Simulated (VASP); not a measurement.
Input of a VASP 6.6.1 run:

The input INCAR:

```
PREC     = Accurate       # precision mode
ENCUT    = 520            # plane-wave cutoff, eV
EDIFF    = 1E-6           # SCF threshold, eV
ISMEAR   = 0              # smearing method
SIGMA    = 0.1            # smearing width, eV
LREAL    = F              # projectors in reciprocal space
LASPH    = T              # aspherical terms in the spheres
NELM     = 80             # most SCF steps
ALGO     = Normal         # electronic algorithm
ISIF     = 2              # what is computed and relaxed
LWAVE    = F              # write WAVECAR
LCHARG   = F              # write CHGCAR
GGA      = PE             # functional
NBANDS   = 25             # bands
```

The input KPOINTS:

```
regular mesh
0
Gamma
  6 6 6
```

File POSCAR:

```
BaZrO2
1.0
    1.9574796478      1.1301514016      6.8028012999
   -1.9574796478      1.1301514016      6.8028012999
    0.0000000000     -2.2603028031      6.8028012999
Ba Zr O
1 1 2
Direct
    0.5000000000      0.5000000000      0.5000000000
    0.0000000000      0.0000000000      0.0000000000
    0.0965855778      0.0965855778      0.0965855778
    0.9034144222      0.9034144222      0.9034144222
```

Potentials or basis: VASP PAW PBE potentials, release 64 (Ba_sv, Zr_sv, O).

Run with:

```console
$ cat potpaw_PBE.64/Ba_sv/POTCAR potpaw_PBE.64/Zr_sv/POTCAR potpaw_PBE.64/O/POTCAR > POTCAR
$ mpirun -np 1 vasp_std > vasp.out
```

Question: Estimate the band gap on the k mesh.

Answer: Zero (bands 17 and 18 overlap by 0.17 eV).

Question: Estimate the pressure.

Answer: 1.1 GPa.

Question: Estimate the largest force.

Answer: 0.064 eV/Å.

Stress tensor (GPa, compression positive):
```
0.92 0.00 0.00
0.00 0.92 0.00
0.00 0.00 1.35
```

Caveat: spin-orbit coupling is left out, which moves the levels of the heavy elements.
